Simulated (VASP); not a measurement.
**KMgF3: single point with HSE06**

KMgF3:

```
K Mg F
1.0
     3.97911    0.00000    0.00000
     0.00000    3.97911    0.00000
     0.00000    0.00000    3.97911
K Mg F
1 1 3
Cartesian
  1.9896 1.9896 1.9896
  0.0000 0.0000 0.0000
  1.9896 0.0000 0.0000
  0.0000 1.9896 0.0000
  0.0000 0.0000 1.9896
```

```
Program             : VASP 6.6.1
Task                : single point
Functional          : HSE06
Potentials or basis : VASP PAW PBE potentials, release 64 (K_sv, Mg, F)
Cutoff              : 520 eV
k mesh              : 4 × 4 × 4
Occupations         : gaussian, width 0.01 eV
Spin                : no spin polarisation
```

| Item | Value |
| --- | --- |
| Pressure | 1.4 GPa |
| Band gap on the k mesh | 9.57 eV (least direct gap 9.88 eV) |

Levels at points of the mesh, in eV from the valence-band top:
```tsv
k point	band 13	band 14	band 15	band 16	band 17	band 18	band 19	band 20
(0.00, 0.00, 0.00)	-0.67	-0.30	-0.30	-0.30	9.57	12.41	12.41	14.75
(0.50, 0.00, 0.00)	-0.90	-0.90	-0.53	-0.53	12.45	12.87	13.53	15.44
(0.50, 0.50, 0.00)	-1.08	-0.92	-0.92	-0.02	13.42	14.16	15.07	15.07
(0.50, 0.50, 0.50)	-1.10	0.00	0.00	0.00	12.87	12.87	12.87	16.37
```

Wall time 16 min on 1 thread of Intel Xeon 8259CL (shared host), peak memory 0.29 GiB.

Caveat: the PAW data sets were made with another functional, which shifts forces and pressure a little. A k mesh can miss the band edges.
